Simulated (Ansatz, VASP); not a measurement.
**Two plane-wave programs on Mo**

Contents of INCAR:

```
PREC = Accurate
ENCUT = 520
EDIFF = 1E-6
ISMEAR = 0
SIGMA = 0.15
LREAL = F
LASPH = T
NELM = 80
ALGO = Fast
ISIF = 2
LWAVE = F
LCHARG = F
GGA = PE
NBANDS = 13
```

KPOINTS

```
Automatic mesh
0
Gamma
  22 22 22
```

File POSCAR:

```
Mo
1.0
   -1.5710000000      1.5003050000      1.5710000000
    1.5710000000     -1.5003050000      1.5710000000
    1.5710000000      1.5003050000     -1.5710000000
Mo
1
Direct
    0.0000000000      0.0000000000      0.0000000000
```

Input for Ansatz:

```yaml
crystal:
  lattice:
    - [-1.571, 1.500305, 1.571]
    - [1.571, -1.500305, 1.571]
    - [1.571, 1.500305, -1.571]
  atoms:
    - { symbol: Mo, position: [0.0, 0.0, 0.0] }
basis:
  ecutwfc: 420
kpoints:
  mp_grid: { grid: [22, 22, 22] }
hamiltonian:
  xc: pbe
scf:
  occupations: { method: gaussian, width: 0.15 }
output:
  forces: true
  stress: true
  eigenvalues: true
```

Change from the starting cell: strain -0.0450 x Voigt [0, 1, 0, 0, 0, 0], atoms carried along.

Alike in both runs: task single point; functional PBE; k mesh 22 × 22 × 22; occupations gaussian, width 0.15 eV; no spin polarisation.

|  | VASP | Ansatz |
| --- | --- | --- |
| version | VASP 6.6.1 | Ansatz 0.2.0 |
| potentials or method | VASP PAW PBE potentials, release 64 (Mo_sv), cutoff 520 eV | scalar-relativistic, plane waves, PAW |
| valence electrons in the cell | 14 | 14 |

|  | VASP | Ansatz | Ansatz less VASP |
| --- | --- | --- | --- |
| gap on the k mesh at the Fermi level (eV) | none | none | - |
| pressure (GPa) | 19.9 | 19.2 | -0.68 |
| traceless stress, the component that is largest in VASP (GPa) | 10.75 | 10.76 | +0.003 |

A gap of «none» marks a metal or a gap that the smearing closes. The functional is the same, so the differences come from potentials, cutoffs and numerics.
